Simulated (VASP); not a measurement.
# AlN (F-43m) in VASP: a series of runs

The runs below take AlN through single point, with PBEsol, BLYP+D3(BJ).

Program: VASP 6.6.1. These are calculated values, not measurements. Logs are shortened: lines on timing, memory, paths and dates and some standing lists are left out, and cuts for length are marked.

### Step 1. The cell of the first run

Symmetry: F-43m, No. 216, cubic system. The conventional cell has a = 4.368 Å, b = 4.368 Å, c = 4.368 Å, α = 90.00°, β = 90.00°, γ = 90.00°. Within 2.5 Å of Al (site symmetry -43m) lie 4 N at 1.89 Å. Within 2.5 Å of N (site symmetry -43m) lie 4 Al at 1.89 Å.

### Step 2. Single point, PBEsol

Contents of INCAR:

```
SYSTEM = AlN
PREC     = Accurate       ! precision mode
ENCUT    = 520            ! plane-wave cutoff, eV
EDIFF    = 1E-6           ! SCF threshold, eV
ISMEAR   = -1             ! smearing method
SIGMA    = 0.05           ! smearing width, eV
LREAL    = .False.        ! projectors in reciprocal space
LASPH    = .True.         ! aspherical terms in the spheres
NELM     = 100            ! most SCF steps
ALGO     = Normal         ! electronic algorithm
ISIF     = 2              ! what is computed and relaxed
LWAVE    = .False.        ! write WAVECAR
LCHARG   = .False.        ! write CHGCAR
GGA      = PS             ! functional
NBANDS   = 11             ! bands
```

Contents of KPOINTS:

```
regular mesh
0
Gamma
  10 10 10
  0 0 0
```

Contents of POSCAR:

```
AlN
1.0
    0.0000000000      2.1839935596      2.1839935596
    2.1839935596      0.0000000000      2.1839935596
    2.1839935596      2.1839935596      0.0000000000
Al N
1 1
Direct
    0.0000000000      0.0000000000      0.0000000000
    0.2500000000      0.2500000000      0.2500000000
```

Potentials or basis: VASP PAW PBE potentials, release 64 (Al, N).

The run is started by

```
$ cat potpaw_PBE.64/Al/POTCAR potpaw_PBE.64/N/POTCAR > POTCAR
$ mpirun -np 1 vasp_std > vasp.out
```

OUTCAR:

```text
SYSTEM = AlN
   PREC = Accurate
   ENCUT = 520
   EDIFF = 1E-6
   ISMEAR = -1
   LREAL = .False.
   LASPH = .True.
   NELM = 100
   ISIF = 2
   GGA = PS

 ion  position               nearest neighbor table
   1  0.000  0.000  0.000-   2 1.89   2 1.89   2 1.89   2 1.89
   2  0.250  0.250  0.250-   1 1.89   1 1.89   1 1.89   1 1.89

  LATTYP: Found a face centered cubic cell.
 ALAT       =     4.3679871192

  Lattice vectors:

 A1 = (   0.0000000000,   2.1839935596,   2.1839935596)
 A2 = (   2.1839935596,   0.0000000000,   2.1839935596)
 A3 = (   2.1839935596,   2.1839935596,   0.0000000000)

Analysis of symmetry for initial positions (statically):
=====================================================================
 Subroutine PRICEL returns:
 Original cell was already a primitive cell.

 Routine SETGRP: Setting up the symmetry group for a
 face centered cubic supercell.

 Subroutine GETGRP returns: Found 24 space group operations
 (whereof 24 operations were pure point group operations)
 out of a pool of 48 trial point group operations.

The static configuration has the point symmetry T_d .

Analysis of symmetry for dynamics (positions and initial velocities):
=====================================================================
 Subroutine PRICEL returns:
 Original cell was already a primitive cell.

 Routine SETGRP: Setting up the symmetry group for a
 face centered cubic supercell.

 Subroutine GETGRP returns: Found 24 space group operations
 (whereof 24 operations were pure point group operations)
 out of a pool of 48 trial point group operations.

The dynamic configuration has the point symmetry T_d .

 Subroutine INISYM returns: Found 24 space group operations
 (whereof 24 operations are pure point group operations),
 and found     1 'primitive' translations

----------------------------------------------------------------------------------------

                                     Primitive cell

  volume of cell :      20.8345

  direct lattice vectors                    reciprocal lattice vectors
     0.000000000  2.183993560  2.183993560    -0.228938404  0.228938404  0.228938404
     2.183993560  0.000000000  2.183993560     0.228938404 -0.228938404  0.228938404
     2.183993560  2.183993560  0.000000000     0.228938404  0.228938404 -0.228938404

  length of vectors
[... 87 lines left out ...]
   NFREE  =      0    steps in history (QN), initial steepest desc. (CG)
   ISIF   =      2    stress and relaxation
   ISYM   =      2    0-nonsym 1-usesym 2-fastsym
   POTIM  = 0.5000    time-step for ionic-motion
   TEBEG  =    0.0;   TEEND  =   0.0 temperature during run
   PSTRESS=    0.0 pullay stress
   NELECT =       8.0000    total number of electrons
   NUPDOWN=      -1.0000    fix difference up-down
   EMIN   =  10.00;   EMAX   =-10.00  energy-range for DOS
   EFERMI =   0.00;   METHOD = LEGACY
   ISMEAR =    -1;   SIGMA  =   0.05  broadening in eV -4-tet -1-fermi 0-gaus
   EFERMI_NEDOS =   21; number of points for ismear=-14 and -15
   IALGO  =     38    algorithm
   IMIX   =      4    mixing-type and parameters
     AMIX     =   0.40;   BMIX     =  1.00
     AMIX_MAG =   1.60;   BMIX_MAG =  1.00
  volume/ion in A,a.u.               =      10.42        70.30
  Fermi-wavevector in a.u.,A,eV,Ry     =   1.189899  2.248583 19.263943  1.415860
  Thomas-Fermi vector in A             =   2.325996
   LORBIT       =      0    0 simple, 1 ext, 2 COOP (PROOUT), +10 PAW based schemes
   GGA     = PS    functional components
   LHFCALC =     F    Hartree Fock is set to
   AEXX    =    0.0000 exact exchange contribution
   IVDW    =     0    specifies the selected vdW correction
   LEPSILON=     F    determine dielectric tensor
   LRPA    =     F    only Hartree local field effects (RPA)
 non-spin polarized calculation
  energy-cutoff  :      520.00
  volume of cell :       20.83
 maximum number of plane-waves:       571
   NGX = 11   NGY = 11   NGZ = 11

 number of electron       8.0000000 magnetization

 Free energy of the ion-electron system (eV)
  ---------------------------------------------------
  ext. energy  EPLUGINS =         0.00000000
  ---------------------------------------------------
  free energy    TOTEN  =       -15.61072436 eV

  energy without entropy =      -15.61072436  energy(sigma->0) =      -15.61072436

 E-fermi :   7.0015     XC(G=0): -11.1292

 val. band max:        5.8782118796   @ k =   0.0000   0.0000   0.0000
 cond. band min:       9.0650490754   @ k =   0.5000   0.5000   0.0000
 fundamental gap:      3.1868371959
 Fermi energy:         7.0014776212

 k-point     1 :       0.0000    0.0000    0.0000
  band No.  band energies     occupation
      1      -9.0800      2.00000
      2       5.8782      2.00000
      3       5.8782      2.00000
      4       5.8782      2.00000
      5      10.0110      0.00000
      6      18.3469      0.00000
      7      18.3469      0.00000
      8      18.3469      0.00000
      9      23.4655      0.00000
     10      23.4655      0.00000
     11      24.8179      0.00000
[... 309 lines left out ...]
 k-point    24 :       0.4000    0.3000    0.0000
  band No.  band energies     occupation
      1      -7.0424      2.00000
      2       1.6971      2.00000
      3       4.1584      2.00000
      4       4.4626      2.00000
      5      10.6774      0.00000
      6      15.2859      0.00000
      7      18.0521      0.00000
      8      20.3655      0.00000
      9      20.8735      0.00000
     10      27.0755      0.00000
     11      29.3397      0.00000

 [... further k-points ...]

------------------------ aborting loop because EDIFF is reached ----------------------------------------

  FORCE on cell =-STRESS in cart. coord.  units (eV):
  Direction    XX          YY          ZZ          XY          YZ          ZX
  --------------------------------------------------------------------------------------
  -------------------------------------------------------------------------------------
  Total        0.1725751      0.1725751      0.1725751      0.0000000      0.0000000      0.0000000
  in kB       13.2710320     13.2710320     13.2710320      0.0000000      0.0000000      0.0000000
  external PRESSURE =      13.2710320 kB  Pullay stress =       0.0000000 kB

 VOLUME and BASIS-vectors are now :
 -----------------------------------------------------------------------------
  energy-cutoff  :      520.00
  volume of cell :       20.83
      direct lattice vectors                 reciprocal lattice vectors
     0.000000000  2.183993560  2.183993560    -0.228938404  0.228938404  0.228938404
     2.183993560  0.000000000  2.183993560     0.228938404 -0.228938404  0.228938404
     2.183993560  2.183993560  0.000000000     0.228938404  0.228938404 -0.228938404

 POSITION                                       TOTAL-FORCE (eV/Angst)
 -----------------------------------------------------------------------------------
      0.00000      0.00000      0.00000        -0.000000     -0.000000     -0.000000
      1.09200      1.09200      1.09200         0.000000      0.000000      0.000000
 -----------------------------------------------------------------------------------
    total drift:                                0.000000      0.000000      0.000000

  FREE ENERGIE OF THE ION-ELECTRON SYSTEM (eV)
  ---------------------------------------------------
  free  energy   TOTEN  =       -15.6107243559 eV

  energy  without entropy=      -15.6107243559  energy(sigma->0) =      -15.61072436
```

Run time: 8.3 s. Hardware: 1 thread of AMD EPYC 7R13 (Zen 3), shared host; peak memory 0.11 GiB.

What came out:

```yaml
Free_energy: -15.6107 eV
Pressure: 1.3 GPa
Band_gap_on_the_k_mesh: 3.19 eV, indirect (least direct gap 4.13 eV)
```

Caveat: the PAW data sets were made with another functional, which shifts forces and pressure a little. A k mesh can miss the band edges.

### Step 3. Single point, PBEsol

This run uses another cell than the first one, of 10.63 Å³/atom, 1.020 times its volume.

Contents of INCAR:

```
PREC     = Accurate       # precision mode
ENCUT    = 520            # plane-wave cutoff, eV
EDIFF    = 1E-6           # SCF threshold, eV
ISMEAR   = -1             # smearing method
SIGMA    = 0.05           # smearing width, eV
LREAL    = False          # projectors in reciprocal space
LASPH    = True           # aspherical terms in the spheres
NELM     = 60             # most SCF steps
ALGO     = Normal         # electronic algorithm
ISIF     = 2              # what is computed and relaxed
LWAVE    = False          # write WAVECAR
LCHARG   = False          # write CHGCAR
GGA      = PS             # functional
NBANDS   = 11             # bands
```

Contents of KPOINTS:

```
regular mesh
0
Gamma
  10 10 10
```

Contents of POSCAR:

```
AlN
1.0
    0.0000000000      2.1984575146      2.1984575146
    2.1984575146      0.0000000000      2.1984575146
    2.1984575146      2.1984575146      0.0000000000
Al N
1 1
Direct
    0.0000000000      0.0000000000      0.0000000000
    0.2500000000      0.2500000000      0.2500000000
```

Potentials or basis: VASP PAW PBE potentials, release 64 (Al, N).

The run is started by

```
$ cat potpaw_PBE.64/Al/POTCAR potpaw_PBE.64/N/POTCAR > POTCAR
$ mpirun -np 1 vasp_std > vasp.out
```

OUTCAR:

```text
PREC = Accurate
   ENCUT = 520
   EDIFF = 1E-6
   ISMEAR = -1
   LREAL = False
   LASPH = True
   NELM = 60
   ISIF = 2
   GGA = PS

 ion  position               nearest neighbor table
   1  0.000  0.000  0.000-   2 1.90   2 1.90   2 1.90   2 1.90
   2  0.250  0.250  0.250-   1 1.90   1 1.90   1 1.90   1 1.90

  LATTYP: Found a face centered cubic cell.
 ALAT       =     4.3969150292

  Lattice vectors:

 A1 = (   0.0000000000,   2.1984575146,   2.1984575146)
 A2 = (   2.1984575146,   0.0000000000,   2.1984575146)
 A3 = (   2.1984575146,   2.1984575146,   0.0000000000)

Analysis of symmetry for initial positions (statically):
=====================================================================
 Subroutine PRICEL returns:
 Original cell was already a primitive cell.

 Routine SETGRP: Setting up the symmetry group for a
 face centered cubic supercell.

 Subroutine GETGRP returns: Found 24 space group operations
 (whereof 24 operations were pure point group operations)
 out of a pool of 48 trial point group operations.

The static configuration has the point symmetry T_d .

[... 168 lines left out ...]
      1      -9.1506      2.00000
      2       5.6929      2.00000
      3       5.6929      2.00000
      4       5.6929      2.00000
      5       9.6524      0.00000
      6      17.9687      0.00000
      7      17.9687      0.00000
      8      17.9687      0.00000
      9      23.1232      0.00000
     10      23.1232      0.00000
     11      24.4374      0.00000
[... 309 lines left out ...]
 k-point    24 :       0.4000    0.3000    0.0000
  band No.  band energies     occupation
      1      -7.1670      2.00000
      2       1.5520      2.00000
      3       3.9941      2.00000
      4       4.2937      2.00000
      5      10.4487      0.00000
      6      14.9702      0.00000
      7      17.6320      0.00000
      8      19.9650      0.00000
      9      20.4577      0.00000
     10      26.6648      0.00000
     11      28.8157      0.00000

 [... further k-points ...]

------------------------ aborting loop because EDIFF is reached ----------------------------------------

  FORCE on cell =-STRESS in cart. coord.  units (eV):
  Direction    XX          YY          ZZ          XY          YZ          ZX
  --------------------------------------------------------------------------------------
  -------------------------------------------------------------------------------------
  Total       -0.3476092     -0.3476092     -0.3476092      0.0000000      0.0000000     -0.0000000
  in kB      -26.2070156    -26.2070156    -26.2070156      0.0000000      0.0000000     -0.0000000
  external PRESSURE =     -26.2070156 kB  Pullay stress =       0.0000000 kB

 VOLUME and BASIS-vectors are now :
 -----------------------------------------------------------------------------
  energy-cutoff  :      520.00
  volume of cell :       21.25
      direct lattice vectors                 reciprocal lattice vectors
     0.000000000  2.198457515  2.198457515    -0.227432187  0.227432187  0.227432187
     2.198457515  0.000000000  2.198457515     0.227432187 -0.227432187  0.227432187
     2.198457515  2.198457515  0.000000000     0.227432187  0.227432187 -0.227432187

 POSITION                                       TOTAL-FORCE (eV/Angst)
 -----------------------------------------------------------------------------------
      0.00000      0.00000      0.00000         0.000000      0.000000      0.000000
      1.09923      1.09923      1.09923        -0.000000     -0.000000     -0.000000
 -----------------------------------------------------------------------------------
    total drift:                                0.000000      0.000000      0.000000

  FREE ENERGIE OF THE ION-ELECTRON SYSTEM (eV)
  ---------------------------------------------------
  free  energy   TOTEN  =       -15.6092286971 eV

  energy  without entropy=      -15.6092286970  energy(sigma->0) =      -15.60922870
```

OSZICAR:

```text
N       E                     dE             d eps       ncg     rms          rms(c)
DAV:   1     0.100863182284E+02    0.10086E+02   -0.36828E+03  1050   0.592E+02
DAV:   2    -0.168698881683E+02   -0.26956E+02   -0.25923E+02  1225   0.134E+02
DAV:   3    -0.177989384502E+02   -0.92905E+00   -0.92764E+00  1256   0.240E+01
DAV:   4    -0.178037167908E+02   -0.47783E-02   -0.47780E-02  1166   0.189E+00
DAV:   5    -0.178037718347E+02   -0.55044E-04   -0.55044E-04  1252   0.196E-01    0.819E+00
DAV:   6    -0.156493362589E+02    0.21544E+01   -0.10852E+01  1215   0.162E+01    0.282E+00
DAV:   7    -0.156276866198E+02    0.21650E-01   -0.14365E-01  1136   0.299E+00    0.200E+00
DAV:   8    -0.156105094170E+02    0.17177E-01   -0.28366E-02  1157   0.156E+00    0.560E-01
DAV:   9    -0.156092159176E+02    0.12935E-02   -0.36653E-03  1250   0.370E-01    0.230E-01
DAV:  10    -0.156092265600E+02   -0.10642E-04   -0.28212E-04  1136   0.112E-01    0.139E-02
DAV:  11    -0.156092288241E+02   -0.22642E-05   -0.22669E-06  1259   0.127E-02    0.151E-02
DAV:  12    -0.156092286971E+02    0.12708E-06   -0.26354E-07   661   0.421E-03
   1 F= -.15609229E+02 E0= -.15609229E+02  d E =-.461182E-10
```

It took 9.1 s on 1 thread of AMD EPYC 7R13 (Zen 3), shared host; peak memory 0.11 GiB.

Results:

| Quantity | Value |
| --- | --- |
| Free energy | -15.6092 eV |
| Pressure | -2.6 GPa |
| Band gap on the k mesh | 3.18 eV, indirect (least direct gap 3.96 eV) |

Levels at points of the mesh, in eV from the valence-band top:
```
           k point  band 2  band 3  band 4  band 5  band 6  band 7
(0.00, 0.00, 0.00)    0.00    0.00    0.00    3.96   12.28   12.28
(0.50, 0.00, 0.00)   -5.83   -0.48   -0.48    7.11    9.63   10.91
(0.50, 0.50, 0.00)   -4.89   -1.77   -1.77    3.18    8.36   13.61
```

Caveat: the PAW data sets were made with another functional, which shifts forces and pressure a little.

(Continued in part 2 of 2.)
